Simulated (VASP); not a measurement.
BeS: single point with PBEsol

Crystal: BeS.

```xyz
2
Lattice="0.0000 2.5292 2.4494 2.4494 0.0000 2.4494 2.4494 2.5292 0.0000" Properties=species:S:1:pos:R:3 pbc="T T T"
Be    0.0000    0.0000    0.0000
S     3.6741    3.7938    3.6741
```

This cell differs from its parent crystal: volume 15.174 Å^3 an atom, c/a of the conventional cell 1.0326.

```json
{
  "Program": "VASP 6.6.1",
  "Task": "single point",
  "Functional": "PBEsol",
  "Potentials or basis": "VASP PAW PBE potentials, release 64 (Be, S)",
  "Cutoff": "520 eV",
  "k mesh": "10 × 10 × 10",
  "Occupations": "gaussian, width 0.05 eV",
  "Spin": "no spin polarisation",
  "Dipole correction": "no",
  "Further INCAR settings": "ALGO = Normal; EDIFF = 1e-06; NBANDS = 11"
}
```

```yaml
Pressure: -5.8 GPa
Band_gap_on_the_k_mesh: 2.93 eV, indirect (least direct gap 5.14 eV)
```

Stress tensor (GPa, compression positive):
```
-4.78  0.00  0.00
 0.00 -7.84  0.00
 0.00  0.00 -4.78
```

Levels at points of the mesh, in eV from the valence-band top:
| k point | band 1 | band 2 | band 3 | band 4 | band 5 | band 6 | band 7 | band 8 |
| --- | --- | --- | --- | --- | --- | --- | --- | --- |
| (0.00, 0.00, 0.00) | -13.37 | -0.17 | 0.00 | 0.00 | 5.14 | 5.56 | 5.56 | 5.61 |
| (0.50, 0.00, 0.00) | -11.90 | -5.53 | -1.16 | -0.88 | 5.04 | 6.36 | 6.57 | 10.63 |
| (0.50, 0.50, 0.00) | -11.36 | -4.75 | -2.62 | -2.57 | 2.93 | 4.70 | 12.11 | 12.18 |
| (0.50, 0.00, 0.50) | -11.50 | -4.96 | -2.36 | -2.36 | 3.16 | 5.00 | 12.18 | 12.18 |

It took 13 s on 1 thread of Intel(R) Xeon(R) 6975P-C (Granite Rapids) (shared host), peak memory 0.17 GiB.

Caveat: the PAW data sets were made with another functional, which shifts forces and pressure a little. A k mesh can miss the band edges.
